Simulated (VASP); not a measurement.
# BaH2 (P6_3/mmc) in VASP: notebook

Runs on BaH2. Level: PBEsol. Tasks: single point, relaxation of cell and atoms.

Program: VASP 6.6.1. These are calculated values, not measurements. Logs are shortened: lines on timing, memory, paths and dates and some standing lists are left out, and cuts for length are marked.

## (1) The cell of the first run

It takes space group P6_3/mmc (No. 194, hexagonal). The conventional cell has a = 4.383 Å, b = 4.383 Å, c = 5.785 Å, α = 90.00°, β = 90.00°, γ = 120.00°. Ba (site symmetry -6m2) has 11 H at 2.53 to 2.91 Å within 3.3 Å. H (site symmetry -6m2) has 5 Ba at 2.53 to 2.89 Å and 6 H at 2.91 Å within 3.3 Å. H (site symmetry -3m) has 8 H at 2.89 to 2.91 Å and 6 Ba at 2.91 Å within 3.8 Å.

## (2) Single point, PBEsol

The input, INCAR:

```
  PREC = Accurate
  ENCUT = 500
  EDIFF = 1E-6
  ISMEAR = 0
  SIGMA = 0.02
  LREAL = F
  LASPH = T
  NELM = 120
  ALGO = Normal
  ISIF = 2
  LWAVE = F
  LCHARG = F
  GGA = PS
  NBANDS = 21
  GGA_COMPAT = F
```

The input, KPOINTS:

```
Automatic mesh
0
Gamma
  9 9 6
```

The input, POSCAR:

```
BaH2
1.0
    4.3834707964      0.0000000000      0.0000000000
   -2.1917353982      3.7961970664      0.0000000000
    0.0000000000      0.0000000000      5.7854605613
Ba H
2 4
Direct
    0.6666666667      0.3333333333      0.7500000000
    0.3333333333      0.6666666667      0.2500000000
    0.3333333333      0.6666666667      0.7500000000
    0.6666666667      0.3333333333      0.2500000000
    0.0000000000      0.0000000000      0.5000000000
    0.0000000000      0.0000000000      0.0000000000
```

Potentials or basis: VASP PAW PBE potentials, release 64 (Ba_sv, H).

Run with:

```sh
$ cat potpaw_PBE.64/Ba_sv/POTCAR potpaw_PBE.64/H/POTCAR > POTCAR
$ mpirun -np 1 vasp_std > vasp.out
```

OUTCAR:

```text
PREC = Accurate
   ENCUT = 500
   EDIFF = 1E-6
   ISMEAR = 0
   LREAL = F
   LASPH = T
   NELM = 120
   ISIF = 2
   GGA = PS

 ion  position               nearest neighbor table
   1  0.667  0.333  0.750-   3 2.53   3 2.53   3 2.53   2 3.84   2 3.84   2 3.84   2 3.84   2 3.84
                             2 3.84
   2  0.333  0.667  0.250-   4 2.53   4 2.53   4 2.53   1 3.84   1 3.84   1 3.84   1 3.84   1 3.84
                             1 3.84
   3  0.333  0.667  0.750-   1 2.53   1 2.53   1 2.53
   4  0.667  0.333  0.250-   2 2.53   2 2.53   2 2.53
   5  0.000  0.000  0.500-
   6  0.000  0.000  0.000-

  LATTYP: Found a hexagonal cell.
 ALAT       =     4.3834707964
 C/A-ratio  =     1.3198355436

  Lattice vectors:

 A1 = (   4.3834707964,   0.0000000000,   0.0000000000)
 A2 = (  -2.1917353982,   3.7961970664,   0.0000000000)
 A3 = (   0.0000000000,   0.0000000000,   5.7854605613)

Analysis of symmetry for initial positions (statically):
=====================================================================
 Subroutine PRICEL returns:
 Original cell was already a primitive cell.

 Routine SETGRP: Setting up the symmetry group for a
 hexagonal supercell.

 Subroutine GETGRP returns: Found 24 space group operations
 (whereof 12 operations were pure point group operations)
 out of a pool of 24 trial point group operations.

The static configuration has the point symmetry D_3d.
 The point group associated with its full space group is D_6h.

Analysis of symmetry for dynamics (positions and initial velocities):
=====================================================================
 Subroutine PRICEL returns:
 Original cell was already a primitive cell.

 Routine SETGRP: Setting up the symmetry group for a
 hexagonal supercell.

 Subroutine GETGRP returns: Found 24 space group operations
 (whereof 12 operations were pure point group operations)
 out of a pool of 24 trial point group operations.

The dynamic configuration has the point symmetry D_3d.
 The point group associated with its full space group is D_6h.

 Subroutine INISYM returns: Found 24 space group operations
 (whereof 12 operations are pure point group operations),
 and found     1 'primitive' translations

----------------------------------------------------------------------------------------

                                     Primitive cell

  volume of cell :      96.2731

  direct lattice vectors                    reciprocal lattice vectors
     4.383470796  0.000000000  0.000000000     0.228129728  0.131710760  0.000000000
    -2.191735398  3.796197066  0.000000000     0.000000000  0.263421520  0.000000000
     0.000000000  0.000000000  5.785460561     0.000000000  0.000000000  0.172847086

  length of vectors
     4.383470796  4.383470796  5.785460561     0.263421520  0.263421520  0.172847086

  position of ions in fractional coordinates (direct lattice)
     0.666666667  0.333333333  0.750000000
     0.333333333  0.666666667  0.250000000
     0.333333333  0.666666667  0.750000000
     0.666666667  0.333333333  0.250000000
     0.000000000  0.000000000  0.500000000
     0.000000000  0.000000000  0.000000000

  ion indices of the primitive-cell ions
   primitive index   ion index
                 1           1
                 2           2
                 3           3
                 4           4
                 5           5
                 6           6

----------------------------------------------------------------------------------------

 KPOINTS: Automatic mesh

Automatic generation of k-mesh.
 Grid dimensions read from file:
 generate k-points for:    9    9    6

 Generating k-lattice:

  Cartesian coordinates                     Fractional coordinates (reciprocal lattice)
     0.025347748  0.014634529  0.000000000     0.111111111  0.000000000  0.000000000
     0.000000000  0.029269058  0.000000000     0.000000000  0.111111111  0.000000000
     0.000000000  0.000000000  0.028807848     0.000000000  0.000000000  0.166666667

  Length of vectors
     0.029269058  0.029269058  0.028807848

  Shift w.r.t. Gamma in fractional coordinates (k-lattice)
     0.000000000  0.000000000  0.000000000

 Subroutine IBZKPT returns following result:
 ===========================================

 Found     48 irreducible k-points:

 Following reciprocal coordinates:
            Coordinates               Weight
  0.000000  0.000000  0.000000      1.000000
  0.111111 -0.000000  0.000000      6.000000
  0.222222 -0.000000  0.000000      6.000000
  0.333333 -0.000000  0.000000      6.000000
  0.444444 -0.000000  0.000000      6.000000
  0.111111  0.111111  0.000000      6.000000
[... 16 lines left out ...]
  0.333333  0.222222  0.166667     24.000000
  0.333333  0.333333  0.166667      4.000000
 [... further k-points ...]
   k-points           NKPTS =     48   k-points in BZ     NKDIM =     48   number of bands    NBANDS=     21
   number of dos      NEDOS =    301   number of ions     NIONS =      6
   total plane-waves  NPLWV =  43008
   dimension x,y,z NGX =    32 NGY =   32 NGZ =   42
   dimension x,y,z NGXF=    64 NGYF=   64 NGZF=   84
   ions per type =               2   4
   NGX,Y,Z   is equivalent  to a cutoff of  12.14, 12.14, 12.07 a.u.
   NGXF,Y,Z  is equivalent  to a cutoff of  24.27, 24.27, 24.14 a.u.
 SYSTEM =  unknown system
   PREC   = accura    normal or accurate (medium, high low for compatibility)
   ISTART =      0    job   : 0-new  1-cont  2-samecut
   ICHARG =      2    charge: 1-file 2-atom 10-const
   ISPIN  =      1    spin polarized calculation?
   LNONCOLLINEAR =      F non collinear calculations
   LSORBIT =      F    spin-orbit coupling
   LASPH  =      T    aspherical Exc in radial PAW
   ENCUT  =  500.0 eV  36.75 Ry    6.06 a.u.   7.99  7.99 10.55*2*pi/ulx,y,z
   NELM   =    120;   NELMIN=  2; NELMDL= -5     # of ELM steps
   EDIFF  = 0.1E-05   stopping-criterion for ELM
   LREAL  =      F    real-space projection
   EDIFFG = 0.1E-04   stopping-criterion for IOM
   NSW    =      0    number of steps for IOM
   IBRION =     -1    ionic relax: 0-MD 1-quasi-New 2-CG
   NFREE  =      0    steps in history (QN), initial steepest desc. (CG)
   ISIF   =      2    stress and relaxation
   ISYM   =      2    0-nonsym 1-usesym 2-fastsym
   POTIM  = 0.5000    time-step for ionic-motion
   TEBEG  =    0.0;   TEEND  =   0.0 temperature during run
   PSTRESS=    0.0 pullay stress
   NELECT =      24.0000    total number of electrons
   NUPDOWN=      -1.0000    fix difference up-down
   EMIN   =  10.00;   EMAX   =-10.00  energy-range for DOS
   EFERMI =   0.00;   METHOD = LEGACY
   ISMEAR =     0;   SIGMA  =   0.02  broadening in eV -4-tet -1-fermi 0-gaus
   EFERMI_NEDOS =   21; number of points for ismear=-14 and -15
   IALGO  =     38    algorithm
   IMIX   =      4    mixing-type and parameters
     AMIX     =   0.40;   BMIX     =  1.00
     AMIX_MAG =   1.60;   BMIX_MAG =  1.00
  volume/ion in A,a.u.               =      16.05       108.28
  Fermi-wavevector in a.u.,A,eV,Ry     =   1.030331  1.947044 14.443714  1.061583
  Thomas-Fermi vector in A             =   2.164424
   LORBIT       =      0    0 simple, 1 ext, 2 COOP (PROOUT), +10 PAW based schemes
   GGA     = PS    functional components
   LHFCALC =     F    Hartree Fock is set to
   AEXX    =    0.0000 exact exchange contribution
   IVDW    =     0    specifies the selected vdW correction
   LEPSILON=     F    determine dielectric tensor
   LRPA    =     F    only Hartree local field effects (RPA)
 non-spin polarized calculation
 Gauss-broadening in eV      SIGMA  =   0.02
  energy-cutoff  :      500.00
  volume of cell :       96.27
 maximum number of plane-waves:      2461
 NGX is ok and might be reduce to    32
   NGX = 15   NGY = 15   NGZ = 21

 number of electron      24.0000000 magnetization

 Free energy of the ion-electron system (eV)
  ---------------------------------------------------
  ext. energy  EPLUGINS =         0.00000000
  ---------------------------------------------------
  free energy    TOTEN  =       -20.45964847 eV

  energy without entropy =      -20.45964847  energy(sigma->0) =      -20.45964847

 E-fermi :   1.4790     XC(G=0):  -9.1631

 val. band max:        1.3675694702   @ k =   0.0000   0.0000   0.1667
 cond. band min:       2.9065900476   @ k =   0.3333   0.3333   0.5000
 fundamental gap:      1.5390205774
 Fermi energy:         1.4789512038

 k-point     1 :       0.0000    0.0000    0.0000
  band No.  band energies     occupation
      1     -25.6043      2.00000
      2     -25.3426      2.00000
      3     -11.5995      2.00000
      4     -10.6197      2.00000
      5     -10.6197      2.00000
      6     -10.2755      2.00000
[... 13 lines left out ...]
     20       7.2752      0.00000
     21       7.2752      0.00000

 k-point     2 :       0.1111   -0.0000    0.0000
  band No.  band energies     occupation
      1     -25.5926      2.00000
      2     -25.3447      2.00000
      3     -11.5571      2.00000
      4     -10.6922      2.00000
      5     -10.6494      2.00000
      6     -10.3657      2.00000
[... 13 lines left out ...]
     20       7.6532      0.00000
     21       7.9010      0.00000

 k-point     3 :       0.2222   -0.0000    0.0000
  band No.  band energies     occupation
      1     -25.5606      2.00000
      2     -25.3521      2.00000
      3     -11.4376      2.00000
      4     -10.8820      2.00000
      5     -10.7180      2.00000
      6     -10.5632      2.00000
[... 13 lines left out ...]
     20       8.4263      0.00000
     21       8.6580      0.00000

 k-point     4 :       0.3333   -0.0000    0.0000
  band No.  band energies     occupation
      1     -25.5178      2.00000
      2     -25.3668      2.00000
      3     -11.2661      2.00000
      4     -11.1028      2.00000
      5     -10.7883      2.00000
      6     -10.7470      2.00000
[... 13 lines left out ...]
     20       8.4008      0.00000
     21       9.2615      0.00000

 k-point     5 :       0.4444   -0.0000    0.0000
  band No.  band energies     occupation
      1     -25.4811      2.00000
      2     -25.3851      2.00000
      3     -11.2454      2.00000
      4     -11.1036      2.00000
      5     -10.8517      2.00000
      6     -10.8310      2.00000
[... 13 lines left out ...]
     20       8.4587      0.00000
     21       9.0219      0.00000

 k-point     6 :       0.1111    0.1111    0.0000
  band No.  band energies     occupation
      1     -25.5707      2.00000
      2     -25.3495      2.00000
      3     -11.4760      2.00000
      4     -10.7918      2.00000
      5     -10.7440      2.00000
      6     -10.4835      2.00000
[... 13 lines left out ...]
     20       8.1614      0.00000
     21       8.6504      0.00000

 k-point     7 :       0.2222    0.1111    0.0000
  band No.  band energies     occupation
      1     -25.5329      2.00000
      2     -25.3609      2.00000
      3     -11.3289      2.00000
      4     -10.9831      2.00000
      5     -10.8553      2.00000
      6     -10.6283      2.00000
[... 13 lines left out ...]
     20       8.1608      0.00000
     21       8.8502      0.00000
[... 291 lines left out ...]
      1     -25.4836      2.00000
      2     -25.3868      2.00000
      3     -11.3675      2.00000
      4     -11.0805      2.00000
      5     -10.8697      2.00000
      6     -10.7716      2.00000
[... 13 lines left out ...]
     20       8.5038      0.00000
     21       9.0681      0.00000

 k-point    21 :       0.4444    0.1111    0.1667
  band No.  band energies     occupation
      1     -25.4632      2.00000
      2     -25.3978      2.00000
      3     -11.3898      2.00000
      4     -11.0893      2.00000
      5     -10.9314      2.00000
      6     -10.7467      2.00000
[... 13 lines left out ...]
     20       8.3625      0.00000
     21       8.5168      0.00000

 k-point    22 :       0.2222    0.2222    0.1667
  band No.  band energies     occupation
      1     -25.4869      2.00000
      2     -25.3851      2.00000
      3     -11.3213      2.00000
      4     -11.1143      2.00000
      5     -10.8472      2.00000
      6     -10.7722      2.00000
[... 13 lines left out ...]
     20       8.3290      0.00000
     21       9.0706      0.00000

 k-point    23 :       0.3333    0.2222    0.1667
  band No.  band energies     occupation
      1     -25.4545      2.00000
      2     -25.4032      2.00000
      3     -11.2964      2.00000
      4     -11.1437      2.00000
      5     -11.0021      2.00000
      6     -10.6916      2.00000
[... 13 lines left out ...]
     20       8.1336      0.00000
     21       8.3930      0.00000

 k-point    24 :       0.3333    0.3333    0.1667
  band No.  band energies     occupation
      1     -25.4263      2.00000
      2     -25.4263      2.00000
      3     -11.1756      2.00000
      4     -11.1756      2.00000
      5     -11.1422      2.00000
      6     -10.5773      2.00000
[... 13 lines left out ...]
     20       8.2961      0.00000
     21       8.2961      0.00000

 [... further k-points ...]
[... 5 lines left out ...]
  --------------------------------------------------------------------------------------
  -------------------------------------------------------------------------------------
  Total        0.4881321      0.4881321      0.4861638     -0.0000000     -0.0000000      0.0000000
  in kB        8.1234997      8.1234997      8.0907424     -0.0000000     -0.0000000      0.0000000
  external PRESSURE =       8.1125806 kB  Pullay stress =       0.0000000 kB

 VOLUME and BASIS-vectors are now :
 -----------------------------------------------------------------------------
  energy-cutoff  :      500.00
  volume of cell :       96.27
      direct lattice vectors                 reciprocal lattice vectors
     4.383470796  0.000000000  0.000000000     0.228129728  0.131710760  0.000000000
    -2.191735398  3.796197066  0.000000000     0.000000000  0.263421520  0.000000000
     0.000000000  0.000000000  5.785460561     0.000000000  0.000000000  0.172847086

 POSITION                                       TOTAL-FORCE (eV/Angst)
 -----------------------------------------------------------------------------------
      2.19174      1.26540      4.33910         0.000000     -0.000000      0.000000
     -0.00000      2.53080      1.44637        -0.000000      0.000000      0.000000
     -0.00000      2.53080      4.33910         0.000000      0.000000      0.000000
      2.19174      1.26540      1.44637         0.000000      0.000000      0.000000
      0.00000      0.00000      2.89273         0.000000      0.000000      0.000000
      0.00000      0.00000      0.00000         0.000000      0.000000      0.000000
 -----------------------------------------------------------------------------------
    total drift:                               -0.000000      0.000000     -0.000000

  FREE ENERGIE OF THE ION-ELECTRON SYSTEM (eV)
  ---------------------------------------------------
  free  energy   TOTEN  =       -20.4596484679 eV

  energy  without entropy=      -20.4596484679  energy(sigma->0) =      -20.45964847
```

Wall time 2.4 min (1 thread of Intel Xeon 8259CL, shared host); peak memory 0.24 GiB.

What came out:

| Item | Value |
| --- | --- |
| Free energy | -20.4596 eV |
| Pressure | 0.8 GPa |
| Band gap on the k mesh | 1.54 eV (least direct gap 2.43 eV) |

Caveat: the PAW data sets were made with another functional, which shifts forces and pressure a little; spin-orbit coupling is left out, which moves the levels of the heavy elements; an odd mesh through Γ misses points on the zone boundary, where band edges can lie.

## (3) Relaxation of cell and atoms, PBEsol, target pressure 4 GPa, at which the enthalpy is minimised

This run uses another cell than the first one, of 14.89 Å³/atom.

The input, INCAR:

```
SYSTEM = BaH2
  PREC = Accurate
  ENCUT = 500
  EDIFF = 1E-7
  ISMEAR = 0
  SIGMA = 0.02
  LREAL = .False.
  LASPH = .True.
  NELM = 120
  ALGO = Normal
  ISIF = 3
  LWAVE = .False.
  LCHARG = .False.
  GGA = PS
  IBRION = 2
  NSW = 70
  EDIFFG = -0.004
  PSTRESS = 40.0
  GGA_COMPAT = .False.
  NELMIN = 4
```

The input, KPOINTS:

```
regular mesh
0
Gamma
  9 9 6
  0 0 0
```

POSCAR, as its differences from that of step 2:

```diff
@@ -2,5 +2,5 @@
 1.0
-    4.3834707964      0.0000000000      0.0000000000
-   -2.1917353982      3.7961970664      0.0000000000
-    0.0000000000      0.0000000000      5.7854605613
+    4.3031153550      0.0000000000      0.0000000000
+   -2.1515576775      3.7266072129      0.0000000000
+    0.0000000000      0.0000000000      5.5710463160
 Ba H
```

Potentials or basis: VASP PAW PBE potentials, release 64 (Ba_sv, H).

Run with:

```sh
$ cat potpaw_PBE.64/Ba_sv/POTCAR potpaw_PBE.64/H/POTCAR > POTCAR
$ mpirun -np 1 vasp_std > vasp.out
```

Wall time 4 min (1 thread of Intel Xeon 8259CL, shared host); peak memory 0.24 GiB.

Results (log left out):

```yaml
Free_energy: -20.3584 eV
Relaxed_volume: 14.92 Å³/atom
Relaxed_cell: a = 4.306 Å, b = 4.306 Å, c = 5.576 Å, α = 90.00°, β = 90.00°, γ = 120.00°
Space_group_after_relaxing_to_0.1_Å: P6_3/mmc (No. 194)
Energy_change_on_relaxing_the_run_minimises_the_enthalpy: -0.9 meV/atom
Ionic_steps: 3
Pressure_after_relaxing: 4.0 GPa
Band_gap_on_the_k_mesh: 1.65 eV (least direct gap 2.34 eV)
```

The path:
```tsv
step	energy change (eV)	largest force (eV/Å)	pressure (GPa)	volume (Å³)
1	0.0000	0.0000	4.13	89.34
2	-0.0039	0.0000	4.04	89.49
3	-0.0054	0.0000	4.00	89.55
```

Final structure:
```
Ba H
1.0
     4.30647    0.00000    0.00000
    -2.15324    3.72952    0.00000
     0.00000    0.00000    5.57552
Ba H
2 4
Cartesian
  2.1532 1.2432 4.1816
  0.0000 2.4863 1.3939
  0.0000 2.4863 4.1816
  2.1532 1.2432 1.3939
  0.0000 0.0000 2.7878
  0.0000 0.0000 0.0000
```

Levels at points of the mesh, in eV from the valence-band top:
```csv
k point,band 10,band 11,band 12,band 13,band 14,band 15
"(0.00, 0.00, 0.00)",-3.39,-0.09,-0.04,2.67,2.67,3.78
"(0.00, 0.00, 0.50)",-3.24,-0.41,-0.41,2.42,2.42,2.42
```

Caveat: the cell is relaxed towards a set pressure, so the run minimises the enthalpy, not the energy; the PAW data sets were made with another functional, which shifts forces and pressure a little; spin-orbit coupling is left out, which moves the levels of the heavy elements; an odd mesh through Γ misses points on the zone boundary, where band edges can lie.
